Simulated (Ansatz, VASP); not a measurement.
## NaScTe2 in VASP and in Ansatz

```
Na Te Sc
1.0
     4.30993    0.00000    0.00000
     0.00000    4.30993    0.00000
     0.00000    0.00000    5.89917
Na Te Sc
1 2 1
Direct
  0.00000 0.00000 0.00000
  0.00000 0.00000 0.50000
  0.50000 0.50000 0.00000
  0.50000 0.50000 0.50000
```

Alike in both runs: task single point; functional r2SCAN; k mesh 4 × 4 × 4; occupations fermi-dirac, width 0.02 eV; no spin polarisation.

|  | VASP | Ansatz |
| --- | --- | --- |
| version | VASP 6.6.1 | Ansatz 0.2.0 |
| potentials or method | VASP PAW PBE potentials, release 64 (Na_pv, Te, Sc_sv) | plane waves, PAW |
| plane-wave cutoff (eV) | 520 | 500 |
| valence electrons in the cell | 30 | 52 |

```tsv
	VASP	Ansatz	Ansatz less VASP
pressure (GPa)	0.0	0.0	-0.01
```

VASP's potentials were made for PBE, not for r2SCAN. VASP's potentials hold 30 valence electrons a cell and Ansatz's 52, so a difference there can come from the potentials and not from the codes.

The k mesh is coarse, so the values compare programs but aren't converged. Spin-orbit coupling is off throughout.
